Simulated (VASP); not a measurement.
**SrMg: electric field gradients with LDA**

SrMg:

```xyz
2
Lattice="3.9000 -0.0195 -0.0195 -0.0195 3.9000 -0.0195 -0.0195 -0.0195 3.9000" Properties=species:S:1:pos:R:3 pbc="T T T"
Sr    1.9305    1.9305    1.9305
Mg    0.0000    0.0000    0.0000
```

This cell differs from its parent crystal: equal xy, yz and zx shear strains of -1 %.

- Program: VASP 6.6.1
- Task: electric field gradients
- Functional: LDA
- Potentials or basis: VASP PAW LDA potentials, release 64 (Sr_sv, Mg)
- Cutoff: 520 eV
- k mesh: 9 × 9 × 9
- Occupations: fermi-dirac, width 0.05 eV
- Spin: no spin polarisation
- Dipole correction: no
- Further INCAR settings: ALGO = Normal; EDIFF = 1e-08; NBANDS = 13

```json
{
 "Pressure": "3.3 GPa",
 "Band gap on the k mesh": "zero (band 6 reaches 3.23 eV, above the bottom of band 7 at 1.84 eV)"
}
```

Stress tensor (GPa, compression positive):
```
3.29 0.32 0.32
0.32 3.29 0.32
0.32 0.32 3.29
```

Levels at points of the mesh, in eV from the Fermi level:
```csv
k point,band 4,band 5,band 6,band 7,band 8,band 9
"(0.00, 0.00, 0.00)",-17.45,-5.26,0.60,0.60,4.45,4.45
```

Electric field gradients, principal values (V/Å²):
```tsv
atom	least	middle	greatest (by size)
1 Sr	-0.393	-0.393	0.785
2 Mg	-0.312	-0.312	0.625
```

Run time: 65 s on 1 thread of Intel(R) Xeon(R) Platinum 8375C CPU @ 2.90GHz (Ice Lake) (shared host), peak memory 0.2 GiB.

Caveat: the cell differs from its parent crystal (equal xy, yz and zx shear strains of -1 %); without QUAD_EFG the Cq values of the log hold for a quadrupole moment of 1 mb, not for the nuclei.
